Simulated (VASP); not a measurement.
# GdO (F-43m) in VASP: a series of runs, part 2 of 2

VASP 6.6.1.

## Step 5: Single point, PBE+U, collinear spin, ferromagnetic start (19.73 Å³/atom)

This run uses another cell than the first one, of 19.73 Å³/atom.

The input, INCAR:

```
SYSTEM = GdO
  ALGO = Normal
  EDIFF = 1E-7
  ENCUT = 520
  GGA = PE
  ISIF = 2
  ISMEAR = 0
  ISPIN = 2
  LASPH = .TRUE.
  LCHARG = .FALSE.
  LDAU = .TRUE.
  LDAUJ = 0 0
  LDAUL = 3 -1
  LDAUPRINT = 1
  LDAUTYPE = 2
  LDAUU = 6 0
  LMAXMIX = 6
  LORBIT = 11
  LREAL = .FALSE.
  LWAVE = .FALSE.
  MAGMOM = 7.72 0.02
  NBANDS = 23
  NELM = 150
  PREC = Accurate
  SIGMA = 0.05
```

The input, KPOINTS:

```
k-points
0
G
  10 10 10
  0 0 0
```

The input, POSCAR:

```
GdO
1.0
    0.0000000000      2.7020588632      2.7020588632
    2.7020588632      0.0000000000      2.7020588632
    2.7020588632      2.7020588632      0.0000000000
Gd O
1 1
Direct
    0.0000000000      0.0000000000      0.0000000000
    0.2500000000      0.2500000000      0.2500000000
```

Started as:

```console
$ cat potpaw_PBE.64/Gd/POTCAR potpaw_PBE.64/O/POTCAR > POTCAR
$ mpirun -np 1 vasp_std > vasp.out
```

Run time: 64 s. Hardware: 1 thread of AMD EPYC 9R45 (Zen 5), shared host; peak memory 0.2 GiB.

The run converged. Its results:

```
Free energy                                           : -21.6933 eV
Pressure                                              : -0.4 GPa
Net moment                                            : 7.93 μB per cell
Site moments                                          : Gd +7.07; O +0.01 μB
Valence electrons inside the program's atomic spheres : Gd 15.16; O 5.00
```

Levels at points of the mesh, in eV from the Fermi level:
Spin up:
| k point | band 13 | band 14 | band 15 | band 16 | band 17 | band 18 | band 19 | band 20 |
| --- | --- | --- | --- | --- | --- | --- | --- | --- |
| (0.00, 0.00, 0.00) | -5.59 | -5.59 | -5.59 | -2.44 | 2.45 | 2.45 | 4.33 | 4.33 |
| (0.50, 0.00, 0.00) | -5.39 | -5.19 | -5.19 | 0.03 | 2.32 | 2.32 | 2.86 | 4.42 |
| (0.50, 0.50, 0.00) | -6.17 | -4.47 | -4.47 | -1.02 | 0.93 | 3.99 | 4.43 | 4.43 |
Spin down:
| k point | band 4 | band 5 | band 6 | band 7 | band 8 | band 9 | band 10 | band 11 | band 12 | band 13 |
| --- | --- | --- | --- | --- | --- | --- | --- | --- | --- | --- |
| (0.00, 0.00, 0.00) | -20.72 | -19.29 | -5.45 | -5.45 | -5.45 | -1.06 | 2.71 | 2.71 | 2.71 | 3.00 |
| (0.50, 0.00, 0.00) | -20.81 | -18.12 | -5.05 | -5.05 | -5.03 | 1.41 | 2.39 | 2.61 | 2.61 | 2.92 |
| (0.50, 0.50, 0.00) | -20.96 | -17.79 | -5.99 | -4.35 | -4.35 | 0.95 | 1.42 | 2.77 | 2.83 | 2.83 |

Eigenvalues of the final occupation matrices:
```
    site  spin  trace                         eigenvalues
site 1 f     1   6.95  0.99 0.99 0.99 0.99 0.99 0.99 1.00
site 1 f     2   0.03  0.00 0.00 0.00 0.00 0.00 0.00 0.01
```

Caveat: spin-orbit coupling is left out, which moves the levels of the heavy elements; a cell with one magnetic atom can't hold antiferromagnetic order, which such compounds often take.

## Step 6: Single point, PBE+U, collinear spin, ferromagnetic start

This run uses another cell than the first one, of 19.88 Å³/atom.

The input, INCAR:

```
ALGO = Normal
EDIFF = 1E-6
ENCUT = 520
GGA = PE
ISIF = 2
ISMEAR = 0
ISPIN = 2
LASPH = T
LCHARG = T
LDAU = T
LDAUJ = 0 0
LDAUL = 3 -1
LDAUPRINT = 1
LDAUTYPE = 2
LDAUU = 6 0
LELF = T
LMAXMIX = 6
LORBIT = 11
LREAL = F
LVHAR = T
LWAVE = F
MAGMOM = 7 0
NBANDS = 23
NELM = 150
PREC = Accurate
SIGMA = 0.05
```

The input, KPOINTS:

```
k-points
0
Gamma
  10 10 10
```

The input, POSCAR:

```
GdO
1.0
    0.0000000000      2.7089702674      2.7089702674
    2.7089702674      0.0000000000      2.7089702674
    2.7089702674      2.7089702674      0.0000000000
Gd O
1 1
Direct
    0.0000000000      0.0000000000      0.0000000000
    0.2500000000      0.2500000000      0.2500000000
```

Potentials or basis: VASP PAW PBE potentials, release 64 (Gd, O).

Started as:

```console
$ cat potpaw_PBE.64/Gd/POTCAR potpaw_PBE.64/O/POTCAR > POTCAR
$ mpirun -np 1 vasp_std > vasp.out
```

OUTCAR:

```text
EDIFF = 1E-6
   ENCUT = 520
   GGA = PE
   ISIF = 2
   ISMEAR = 0
   ISPIN = 2
   LASPH = T
   LORBIT = 11
   LREAL = F
   NELM = 150
   PREC = Accurate

 ion  position               nearest neighbor table
   1  0.000  0.000  0.000-   2 2.35   2 2.35   2 2.35   2 2.35
   2  0.250  0.250  0.250-   1 2.35   1 2.35   1 2.35   1 2.35

  LATTYP: Found a face centered cubic cell.
 ALAT       =     5.4179405348

  Lattice vectors:

 A1 = (   0.0000000000,   2.7089702674,   2.7089702674)
 A2 = (   2.7089702674,   0.0000000000,   2.7089702674)
 A3 = (   2.7089702674,   2.7089702674,   0.0000000000)

Analysis of symmetry for initial positions (statically):
=====================================================================
 Subroutine PRICEL returns:
 Original cell was already a primitive cell.

 Routine SETGRP: Setting up the symmetry group for a
 face centered cubic supercell.

 Subroutine GETGRP returns: Found 24 space group operations
 (whereof 24 operations were pure point group operations)
 out of a pool of 48 trial point group operations.

The static configuration has the point symmetry T_d .

Analysis of symmetry for dynamics (positions and initial velocities):
=====================================================================
 Subroutine PRICEL returns:
 Original cell was already a primitive cell.

 Routine SETGRP: Setting up the symmetry group for a
 face centered cubic supercell.

 Subroutine GETGRP returns: Found 24 space group operations
 (whereof 24 operations were pure point group operations)
 out of a pool of 48 trial point group operations.

The dynamic configuration has the point symmetry T_d .
[... 194 lines left out ...]
  o =  0.9983  v = -0.0000  1.0000  0.0000  0.0000  0.0000  0.0000 -0.0000  0.0000  0.0000  0.0000  0.0000  0.0000  0.0000  0.0000      0.0000  0.0000  0.0000  0.0000  0.0000  0.0000  0.0000  0.0000  0.0000  0.0000  0.0000  0.0000  0.0000  0.0000

 number of electron      23.9999989 magnetization       7.9291886

 Free energy of the ion-electron system (eV)
  ---------------------------------------------------
  ext. energy  EPLUGINS =         0.00000000
  ---------------------------------------------------
  free energy    TOTEN  =       -21.69227033 eV

  energy without entropy =      -21.69074874  energy(sigma->0) =      -21.69150953

 E-fermi :   4.0131     XC(G=0): -10.0395

 val. band max:        3.9814328253   @ k =  -0.4000   0.1000   0.0000
 cond. band min:       4.0173743190   @ k =   0.4000   0.1000   0.0000
 fundamental gap:      0.0359414938
 Fermi energy:         4.0130537244

 spin component 1

 k-point     1 :       0.0000    0.0000    0.0000
  band No.  band energies     occupation
      1     -41.9400      1.00000
      2     -19.1264      1.00000
      3     -19.1264      1.00000
      4     -19.1264      1.00000
      5     -15.3530      1.00000
      6      -4.5098      1.00000
[... 1241 lines left out ...]
     22      14.4720      0.00000
     23      15.8217      0.00000

 [... further k-points ...]

------------------------ aborting loop because EDIFF is reached ----------------------------------------

  FORCE on cell =-STRESS in cart. coord.  units (eV):
  Direction    XX          YY          ZZ          XY          YZ          ZX
  --------------------------------------------------------------------------------------
  -------------------------------------------------------------------------------------
  Total       -0.2693988     -0.2693988     -0.2693988      0.0000000     -0.0000000      0.0000000
  in kB      -10.8558422    -10.8558422    -10.8558422      0.0000000     -0.0000000      0.0000000
  external PRESSURE =     -10.8558422 kB  Pullay stress =       0.0000000 kB

 VOLUME and BASIS-vectors are now :
 -----------------------------------------------------------------------------
  energy-cutoff  :      520.00
  volume of cell :       39.76
      direct lattice vectors                 reciprocal lattice vectors
     0.000000000  2.708970267  2.708970267    -0.184571978  0.184571978  0.184571978
     2.708970267  0.000000000  2.708970267     0.184571978 -0.184571978  0.184571978
     2.708970267  2.708970267  0.000000000     0.184571978  0.184571978 -0.184571978

 POSITION                                       TOTAL-FORCE (eV/Angst)
 -----------------------------------------------------------------------------------
      0.00000      0.00000      0.00000         0.000000     -0.000000      0.000000
      1.35449      1.35449      1.35449        -0.000000      0.000000     -0.000000
 -----------------------------------------------------------------------------------
    total drift:                               -0.000000     -0.000000     -0.000000

  FREE ENERGIE OF THE ION-ELECTRON SYSTEM (eV)
  ---------------------------------------------------
  free  energy   TOTEN  =       -21.6922703269 eV

  energy  without entropy=      -21.6907487384  energy(sigma->0) =      -21.69150953

 total charge

# of ion       s       p       d       f       tot
--------------------------------------------------
    1        2.034   5.641   0.506   6.973  15.153
    2        1.567   3.432   0.000   0.000   4.999
--------------------------------------------------
tot          3.601   9.072   0.506   6.973  20.152

 magnetization (x)

# of ion       s       p       d       f       tot
--------------------------------------------------
    1        0.005  -0.058   0.205   6.915   7.067
    2        0.005   0.002   0.000   0.000   0.006
--------------------------------------------------
tot          0.010  -0.056   0.205   6.915   7.073
```

OSZICAR:

```text
N       E                     dE             d eps       ncg     rms          rms(c)
DAV:   1     0.164918855273E+03    0.16492E+03   -0.87327E+03  6149   0.546E+03
DAV:   2     0.414704400441E+01   -0.16077E+03   -0.13709E+03  6220   0.496E+02
DAV:   3    -0.161832712624E+02   -0.20330E+02   -0.19912E+02  6647   0.122E+02
DAV:   4    -0.183095192785E+02   -0.21262E+01   -0.21133E+01  7939   0.270E+01
DAV:   5    -0.183781533954E+02   -0.68634E-01   -0.68591E-01  6836   0.595E+00    0.416E+01
DAV:   6    -0.221772306144E+02   -0.37991E+01   -0.19624E+01  6961   0.145E+02    0.809E+01
DAV:   7    -0.217323149512E+02    0.44492E+00   -0.27862E+00  6884   0.176E+01    0.563E+01
DAV:   8    -0.216230532286E+02    0.10926E+00   -0.66440E-01  8131   0.166E+01    0.281E+01
DAV:   9    -0.216689648988E+02   -0.45912E-01   -0.30511E-01  6657   0.119E+01    0.927E+00
DAV:  10    -0.216908969380E+02   -0.21932E-01   -0.40211E-02  7109   0.379E+00    0.254E+00
DAV:  11    -0.216916945863E+02   -0.79765E-03   -0.14380E-02  7551   0.148E+00    0.134E+00
DAV:  12    -0.216923920030E+02   -0.69742E-03   -0.18089E-03  6318   0.439E-01    0.983E-01
DAV:  13    -0.216921901348E+02    0.20187E-03   -0.74243E-04  7680   0.491E-01    0.184E-01
DAV:  14    -0.216922354686E+02   -0.45334E-04   -0.12855E-04  5833   0.731E-02    0.930E-02
DAV:  15    -0.216922674480E+02   -0.31979E-04   -0.26573E-05  6694   0.784E-02    0.674E-02
DAV:  16    -0.216922701103E+02   -0.26623E-05   -0.26122E-06  5885   0.270E-02    0.226E-02
DAV:  17    -0.216922703269E+02   -0.21656E-06   -0.64527E-07  4472   0.995E-03
   1 F= -.21692270E+02 E0= -.21691510E+02  d E =-.152159E-02  mag=     7.9293
```

Wall time 59 s (1 thread of AMD EPYC 9R45 (Zen 5), shared host); peak memory 0.2 GiB.

What came out:

```
Free energy                                           : -21.6923 eV
Pressure                                              : -1.1 GPa
Net moment                                            : 7.93 μB per cell
Site moments                                          : Gd +7.07; O +0.01 μB
Valence electrons inside the program's atomic spheres : Gd 15.15; O 5.00
```

Eigenvalues of the final occupation matrices:
```
    site  spin  trace                         eigenvalues
site 1 f     1   6.95  0.99 0.99 0.99 0.99 0.99 0.99 1.00
site 1 f     2   0.03  0.00 0.00 0.00 0.00 0.00 0.00 0.01
```

Caveat: spin-orbit coupling is left out, which moves the levels of the heavy elements; a cell with one magnetic atom can't hold antiferromagnetic order, which such compounds often take. The state reached can hang on the start; a lower one may exist.

## Step 7: Overview

| cell | gap on the mesh (eV) | pressure (GPa) | moment (μB) |
| --- | --- | --- | --- |
| a = 3.791 Å, angles 60.0°, 2 atoms | none | 2.2 | 7.94 |
| a = 3.816 Å, angles 60.0°, 2 atoms | none | 0.0 | 7.93 |
| a = 3.821 Å, angles 60.0°, 2 atoms | none | -0.4 | 7.93 |
| a = 3.831 Å, angles 60.0°, 2 atoms | none | -1.1 | 7.93 |

Alike in all rows: task single point; level PBE+U; potentials or basis VASP PAW PBE potentials, release 64 (Gd, O); spin collinear, ferromagnetic start; Gd f U = 6.0 eV; k mesh 10 × 10 × 10; cutoff (eV) 520; smearing gaussian 0.05 eV.

Caveats: spin-orbit coupling is left out, which moves the levels of the heavy elements; a cell with one magnetic atom can't hold antiferromagnetic order, which such compounds often take.

Total energies depend on the potentials used, so only differences within one code and one set of settings carry meaning.

The gap in the log of VASP goes by the Fermi energy; the results here count the filled bands.